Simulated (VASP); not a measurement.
# Te2Mo (P-6m2) in VASP: a series of runs

The runs below take Te2Mo through single point, with PBE.

All numbers are computed with VASP 6.6.1; they aren't measurements. Logs are shortened: lines on timing, memory, paths and dates and some standing lists are left out, and cuts for length are marked.

## Step 1: The cell of the first run

The structure is hexagonal, space group P-6m2 (No. 187). The conventional cell has a = 3.517 Å, b = 3.517 Å, c = 7.782 Å, α = 90.00°, β = 90.00°, γ = 120.00°. Within 3.6 Å of Te (site symmetry 3m) lie 3 Mo at 2.72 Å and 6 Te at 3.52 Å. Mo (site symmetry -6m2) has 6 Te at 2.72 Å and 6 Mo at 3.52 Å within 3.6 Å.

## Step 2: Single point, PBE (strain -0.6%)

File INCAR:

```
  PREC = Accurate
  ENCUT = 520
  EDIFF = 1E-7
  ISMEAR = -1
  SIGMA = 0.02
  LREAL = False
  LASPH = True
  NELM = 80
  ALGO = Normal
  ISIF = 2
  LWAVE = False
  LCHARG = False
  GGA = PE
  NBANDS = 20
```

File KPOINTS:

```
regular mesh
0
Gamma
  12 12 4
```

File POSCAR:

```
Te2Mo
1.0
    3.5165795681      0.0000000000      0.0000000000
   -1.7582897840      3.0454472404      0.0000000000
    0.0000000000      0.0000000000      7.7815180187
Te Mo
2 1
Direct
    0.3333333333      0.6666666667      0.7683289470
    0.3333333333      0.6666666667      0.2316710530
    0.0000000000      0.0000000000      0.0000000000
```

Potentials or basis: VASP PAW PBE potentials, release 64 (Te, Mo_sv).

On the command line:

```
cat potpaw_PBE.64/Te/POTCAR potpaw_PBE.64/Mo_sv/POTCAR > POTCAR
mpirun -np 1 vasp_std > vasp.out
```

OUTCAR:

```text
PREC = Accurate
   ENCUT = 520
   EDIFF = 1E-7
   ISMEAR = -1
   LREAL = False
   LASPH = True
   NELM = 80
   ISIF = 2
   GGA = PE

 ion  position               nearest neighbor table
   1  0.333  0.667  0.768-   3 2.72   3 2.72   3 2.72   2 3.61
   2  0.333  0.667  0.232-   3 2.72   3 2.72   3 2.72   1 3.61
   3  0.000  0.000  0.000-   1 2.72   2 2.72   1 2.72   2 2.72   1 2.72   2 2.72

  LATTYP: Found a hexagonal cell.
 ALAT       =     3.5165795681
 C/A-ratio  =     2.2128087444

  Lattice vectors:

 A1 = (   3.5165795681,   0.0000000000,   0.0000000000)
 A2 = (  -1.7582897840,   3.0454472404,   0.0000000000)
 A3 = (   0.0000000000,   0.0000000000,   7.7815180187)

Analysis of symmetry for initial positions (statically):
=====================================================================
 Subroutine PRICEL returns:
 Original cell was already a primitive cell.

 Routine SETGRP: Setting up the symmetry group for a
 hexagonal supercell.

 Subroutine GETGRP returns: Found 12 space group operations
 (whereof 12 operations were pure point group operations)
 out of a pool of 24 trial point group operations.

The static configuration has the point symmetry D_3h.

Analysis of symmetry for dynamics (positions and initial velocities):
=====================================================================
 Subroutine PRICEL returns:
 Original cell was already a primitive cell.

 Routine SETGRP: Setting up the symmetry group for a
 hexagonal supercell.

 Subroutine GETGRP returns: Found 12 space group operations
 (whereof 12 operations were pure point group operations)
 out of a pool of 24 trial point group operations.

The dynamic configuration has the point symmetry D_3h.

 Subroutine INISYM returns: Found 12 space group operations
 (whereof 12 operations are pure point group operations),
 and found     1 'primitive' translations

----------------------------------------------------------------------------------------

                                     Primitive cell

  volume of cell :      83.3366

  direct lattice vectors                    reciprocal lattice vectors
     3.516579568  0.000000000  0.000000000     0.284367233  0.164179498  0.000000000
    -1.758289784  3.045447240  0.000000000     0.000000000  0.328358997  0.000000000
     0.000000000  0.000000000  7.781518019     0.000000000  0.000000000  0.128509630

  length of vectors
     3.516579568  3.516579568  7.781518019     0.328358997  0.328358997  0.128509630

  position of ions in fractional coordinates (direct lattice)
     0.333333333  0.666666667  0.768328947
     0.333333333  0.666666667  0.231671053
     0.000000000  0.000000000  0.000000000

  ion indices of the primitive-cell ions
   primitive index   ion index
                 1           1
                 2           2
                 3           3

----------------------------------------------------------------------------------------

 KPOINTS: regular mesh

Automatic generation of k-mesh.
 Grid dimensions read from file:
 generate k-points for:   12   12    4

 Generating k-lattice:

  Cartesian coordinates                     Fractional coordinates (reciprocal lattice)
     0.023697269  0.013681625  0.000000000     0.083333333  0.000000000  0.000000000
     0.000000000  0.027363250  0.000000000     0.000000000  0.083333333  0.000000000
     0.000000000  0.000000000  0.032127407     0.000000000  0.000000000  0.250000000

  Length of vectors
     0.027363250  0.027363250  0.032127407

  Shift w.r.t. Gamma in fractional coordinates (k-lattice)
     0.000000000  0.000000000  0.000000000

 Subroutine IBZKPT returns following result:
 ===========================================

 Found     57 irreducible k-points:

 Following reciprocal coordinates:
            Coordinates               Weight
  0.000000  0.000000  0.000000      1.000000
  0.083333 -0.000000  0.000000      6.000000
  0.166667  0.000000  0.000000      6.000000
  0.250000  0.000000  0.000000      6.000000
  0.333333  0.000000  0.000000      6.000000
  0.416667  0.000000  0.000000      6.000000
[... 16 lines left out ...]
  0.250000  0.000000  0.250000     12.000000
  0.333333  0.000000  0.250000     12.000000
 [... further k-points ...]
   k-points           NKPTS =     57   k-points in BZ     NKDIM =     57   number of bands    NBANDS=     20
   number of dos      NEDOS =    301   number of ions     NIONS =      3
   total plane-waves  NPLWV =  47040
   dimension x,y,z NGX =    28 NGY =   28 NGZ =   60
   dimension x,y,z NGXF=    56 NGYF=   56 NGZF=  120
   ions per type =               2   1
   NGX,Y,Z   is equivalent  to a cutoff of  13.24, 13.24, 12.82 a.u.
   NGXF,Y,Z  is equivalent  to a cutoff of  26.47, 26.47, 25.64 a.u.
 SYSTEM =  unknown system
   PREC   = accura    normal or accurate (medium, high low for compatibility)
   ISTART =      0    job   : 0-new  1-cont  2-samecut
   ICHARG =      2    charge: 1-file 2-atom 10-const
   ISPIN  =      1    spin polarized calculation?
   LNONCOLLINEAR =      F non collinear calculations
   LSORBIT =      F    spin-orbit coupling
   LASPH  =      T    aspherical Exc in radial PAW
   ENCUT  =  520.0 eV  38.22 Ry    6.18 a.u.   6.54  6.54 14.47*2*pi/ulx,y,z
   NELM   =     80;   NELMIN=  2; NELMDL= -5     # of ELM steps
   EDIFF  = 0.1E-06   stopping-criterion for ELM
   LREAL  =      F    real-space projection
   EDIFFG = 0.1E-05   stopping-criterion for IOM
   NSW    =      0    number of steps for IOM
   IBRION =     -1    ionic relax: 0-MD 1-quasi-New 2-CG
   NFREE  =      0    steps in history (QN), initial steepest desc. (CG)
   ISIF   =      2    stress and relaxation
   ISYM   =      2    0-nonsym 1-usesym 2-fastsym
   POTIM  = 0.5000    time-step for ionic-motion
   TEBEG  =    0.0;   TEEND  =   0.0 temperature during run
   PSTRESS=    0.0 pullay stress
   NELECT =      26.0000    total number of electrons
   NUPDOWN=      -1.0000    fix difference up-down
   EMIN   =  10.00;   EMAX   =-10.00  energy-range for DOS
   EFERMI =   0.00;   METHOD = LEGACY
   ISMEAR =    -1;   SIGMA  =   0.02  broadening in eV -4-tet -1-fermi 0-gaus
   EFERMI_NEDOS =   21; number of points for ismear=-14 and -15
   IALGO  =     38    algorithm
   IMIX   =      4    mixing-type and parameters
     AMIX     =   0.40;   BMIX     =  1.00
     AMIX_MAG =   1.60;   BMIX_MAG =  1.00
  volume/ion in A,a.u.               =      27.78       187.46
  Fermi-wavevector in a.u.,A,eV,Ry     =   1.110335  2.098229 16.773856  1.232844
  Thomas-Fermi vector in A             =   2.246885
   LORBIT       =      0    0 simple, 1 ext, 2 COOP (PROOUT), +10 PAW based schemes
   GGA     = PE    functional components
   LHFCALC =     F    Hartree Fock is set to
   AEXX    =    0.0000 exact exchange contribution
   IVDW    =     0    specifies the selected vdW correction
   LEPSILON=     F    determine dielectric tensor
   LRPA    =     F    only Hartree local field effects (RPA)
 non-spin polarized calculation
  energy-cutoff  :      520.00
  volume of cell :       83.34
 maximum number of plane-waves:      2285
 NGX is ok and might be reduce to    28
   NGX = 13   NGY = 13   NGZ = 29

 number of electron      25.9999997 magnetization

 Free energy of the ion-electron system (eV)
  ---------------------------------------------------
  ext. energy  EPLUGINS =         0.00000000
  ---------------------------------------------------
  free energy    TOTEN  =       -17.98825326 eV

  energy without entropy =      -17.98825326  energy(sigma->0) =      -17.98825326

 E-fermi :   7.2860     XC(G=0):  -9.6965

 val. band max:        6.7363155105   @ k =   0.3333   0.3333   0.5000
 cond. band min:       7.7760503089   @ k =   0.2500   0.1667   0.0000
 fundamental gap:      1.0397347984
 Fermi energy:         7.2859994164

 k-point     1 :       0.0000    0.0000    0.0000
  band No.  band energies     occupation
      1     -53.9443      2.00000
      2     -28.1160      2.00000
      3     -27.9849      2.00000
      4     -27.9849      2.00000
      5      -6.0213      2.00000
      6      -4.9570      2.00000
[... 12 lines left out ...]
     19      13.3327      0.00000
     20      15.0767      0.00000

 k-point     2 :       0.0833   -0.0000    0.0000
  band No.  band energies     occupation
      1     -53.9436      2.00000
      2     -28.1141      2.00000
      3     -27.9938      2.00000
      4     -27.9870      2.00000
      5      -5.9234      2.00000
      6      -4.8897      2.00000
[... 12 lines left out ...]
     19      13.6292      0.00000
     20      15.5123      0.00000

 k-point     3 :       0.1667    0.0000    0.0000
  band No.  band energies     occupation
      1     -53.9418      2.00000
      2     -28.1087      2.00000
      3     -28.0179      2.00000
      4     -27.9926      2.00000
      5      -5.6388      2.00000
      6      -4.6945      2.00000
[... 12 lines left out ...]
     19      14.2208      0.00000
     20      14.8203      0.00000

 k-point     4 :       0.2500    0.0000    0.0000
  band No.  band energies     occupation
      1     -53.9394      2.00000
      2     -28.1014      2.00000
      3     -28.0506      2.00000
      4     -28.0002      2.00000
      5      -5.1981      2.00000
      6      -4.3947      2.00000
[... 12 lines left out ...]
     19      13.5299      0.00000
     20      14.0820      0.00000

 k-point     5 :       0.3333    0.0000    0.0000
  band No.  band energies     occupation
      1     -53.9369      2.00000
      2     -28.0941      2.00000
      3     -28.0831      2.00000
      4     -28.0079      2.00000
      5      -4.6676      2.00000
      6      -4.0418      2.00000
[... 12 lines left out ...]
     19      12.6475      0.00000
     20      13.3950      0.00000

 k-point     6 :       0.4167    0.0000    0.0000
  band No.  band energies     occupation
      1     -53.9351      2.00000
      2     -28.1068      2.00000
      3     -28.0888      2.00000
      4     -28.0135      2.00000
      5      -4.1834      2.00000
      6      -3.7330      2.00000
[... 12 lines left out ...]
     19      12.7891      0.00000
     20      13.0389      0.00000

 k-point     7 :       0.5000    0.0000    0.0000
  band No.  band energies     occupation
      1     -53.9344      2.00000
      2     -28.1154      2.00000
      3     -28.0868      2.00000
      4     -28.0155      2.00000
      5      -3.9729      2.00000
      6      -3.6047      2.00000
[... 12 lines left out ...]
     19      12.9263      0.00000
     20      12.9578      0.00000
[... 277 lines left out ...]
 k-point    20 :       0.0000    0.0000    0.2500
  band No.  band energies     occupation
      1     -53.9443      2.00000
      2     -28.1160      2.00000
      3     -27.9849      2.00000
      4     -27.9849      2.00000
      5      -5.9844      2.00000
      6      -5.0203      2.00000
[... 12 lines left out ...]
     19      13.4099      0.00000
     20      14.9064      0.00000

 k-point    21 :       0.0833   -0.0000    0.2500
  band No.  band energies     occupation
      1     -53.9436      2.00000
      2     -28.1141      2.00000
      3     -27.9938      2.00000
      4     -27.9870      2.00000
      5      -5.8865      2.00000
      6      -4.9521      2.00000
[... 12 lines left out ...]
     19      13.6621      0.00000
     20      15.3594      0.00000

 k-point    22 :       0.1667    0.0000    0.2500
  band No.  band energies     occupation
      1     -53.9418      2.00000
      2     -28.1087      2.00000
      3     -28.0179      2.00000
      4     -27.9926      2.00000
      5      -5.6019      2.00000
      6      -4.7543      2.00000
[... 12 lines left out ...]
     19      14.2395      0.00000
     20      14.8288      0.00000

 k-point    23 :       0.2500    0.0000    0.2500
  band No.  band energies     occupation
      1     -53.9394      2.00000
      2     -28.1015      2.00000
      3     -28.0506      2.00000
      4     -28.0002      2.00000
      5      -5.1615      2.00000
      6      -4.4501      2.00000
[... 12 lines left out ...]
     19      13.6372      0.00000
     20      14.0663      0.00000

 k-point    24 :       0.3333    0.0000    0.2500
  band No.  band energies     occupation
      1     -53.9369      2.00000
      2     -28.0941      2.00000
      3     -28.0831      2.00000
      4     -28.0079      2.00000
      5      -4.6320      2.00000
      6      -4.0913      2.00000
[... 12 lines left out ...]
     19      12.9826      0.00000
     20      13.5125      0.00000

 [... further k-points ...]
[... 5 lines left out ...]
  --------------------------------------------------------------------------------------
  -------------------------------------------------------------------------------------
  Total        1.1842547      1.1842547      1.5264946      0.0000000      0.0000000      0.0000000
  in kB       22.7677361     22.7677361     29.3474242      0.0000000      0.0000000      0.0000000
  external PRESSURE =      24.9609655 kB  Pullay stress =       0.0000000 kB

 VOLUME and BASIS-vectors are now :
 -----------------------------------------------------------------------------
  energy-cutoff  :      520.00
  volume of cell :       83.34
      direct lattice vectors                 reciprocal lattice vectors
     3.516579568  0.000000000  0.000000000     0.284367233  0.164179498  0.000000000
    -1.758289784  3.045447240  0.000000000     0.000000000  0.328358997  0.000000000
     0.000000000  0.000000000  7.781518019     0.000000000  0.000000000  0.128509630

 POSITION                                       TOTAL-FORCE (eV/Angst)
 -----------------------------------------------------------------------------------
     -0.00000      2.03030      5.97877         0.000000      0.000000     -0.210094
     -0.00000      2.03030      1.80275         0.000000      0.000000      0.210094
      0.00000      0.00000      0.00000        -0.000000      0.000000      0.000000
 -----------------------------------------------------------------------------------
    total drift:                                0.000000     -0.000000     -0.000000

  FREE ENERGIE OF THE ION-ELECTRON SYSTEM (eV)
  ---------------------------------------------------
  free  energy   TOTEN  =       -17.9882532620 eV

  energy  without entropy=      -17.9882532620  energy(sigma->0) =      -17.98825326
```

It took 52 s on 1 thread of Intel Xeon 6975P-C (Granite Rapids), shared host; peak memory 0.26 GiB.

What came out:

```yaml
Free_energy: -17.9883 eV
Pressure: 2.5 GPa
Largest_force: 0.210 eV/Å
Band_gap_on_the_k_mesh: 1.04 eV, indirect (least direct gap 1.12 eV)
```

Forces on the atoms (eV/Å):
```
Te   0.000  0.000 -0.210
Te   0.000  0.000  0.210
Mo   0.000  0.000  0.000
```

Stress tensor (GPa, compression positive):
```
2.28 0.00 0.00
0.00 2.28 0.00
0.00 0.00 2.93
```

Caveat: the cell differs from its parent crystal (strain -0.6%); spin-orbit coupling is left out, which moves the levels of the heavy elements; this functional lacks dispersion, which binds the layers, so the pressure and a relaxed spacing across them are unreliable. A k mesh can miss the band edges.

## Step 3: Single point, PBE

This run uses another cell than the first one, of 28.27 Å³/atom, 1.018 times its volume.

File INCAR:

```
SYSTEM = Te2Mo
PREC = Accurate
ENCUT = 520
EDIFF = 1E-6
ISMEAR = -1
SIGMA = 0.02
LREAL = .False.
LASPH = .True.
NELM = 100
ALGO = Normal
ISIF = 2
LWAVE = .False.
LCHARG = .True.
GGA = PE
LELF = .True.
LVHAR = .True.
NBANDS = 20
```

File KPOINTS:

```
regular mesh
0
Gamma
  12 12 4
  0 0 0
```

File POSCAR:

```
Te2Mo
1.0
    3.5370947175      0.0000000000      0.0000000000
   -1.7685473587      3.0632138809      0.0000000000
    0.0000000000      0.0000000000      7.8269141206
Te Mo
2 1
Direct
    0.3333333333      0.6666666667      0.7705212926
    0.3333333333      0.6666666667      0.2294787074
    0.0000000000      0.0000000000      0.0000000000
```

Potentials or basis: VASP PAW PBE potentials, release 64 (Te, Mo_sv).

On the command line:

```
cat potpaw_PBE.64/Te/POTCAR potpaw_PBE.64/Mo_sv/POTCAR > POTCAR
mpirun -np 1 vasp_std > vasp.out
```

Wall time 55 s (1 thread of Intel Xeon 6975P-C (Granite Rapids), shared host); peak memory 0.26 GiB.

The run converged. Its results:

| Property | Result |
| --- | --- |
| Free energy | -18.0009 eV |
| Pressure | 1.8 GPa |
| Largest force | 0.207 eV/Å |
| Band gap on the k mesh | 1.06 eV, indirect (least direct gap 1.07 eV) |

Forces in eV/Å, atoms in the order of the input:
```
Te   0.000  0.000 -0.207
Te   0.000  0.000  0.207
Mo   0.000  0.000  0.000
```

Stress tensor (GPa, compression positive):
```
1.40 0.00 0.00
0.00 1.40 0.00
0.00 0.00 2.61
```

Levels at points of the mesh, in eV from the valence-band top:
```csv
k point,band 11,band 12,band 13,band 14,band 15,band 16
"(0.00, 0.00, 0.00)",-0.91,-0.91,-0.76,3.13,3.13,3.34
"(0.50, 0.00, 0.00)",-1.34,-0.91,-0.36,1.39,1.64,3.51
"(0.00, 0.00, 0.50)",-0.92,-0.92,-0.16,3.05,3.05,3.43
"(0.50, 0.00, 0.50)",-1.97,-0.62,-0.31,1.40,1.81,2.92
```

Caveat: spin-orbit coupling is left out, which moves the levels of the heavy elements; this functional lacks dispersion, which binds the layers, so the pressure and a relaxed spacing across them are unreliable. A k mesh can miss the band edges.

(Continued in part 2 of 2.)
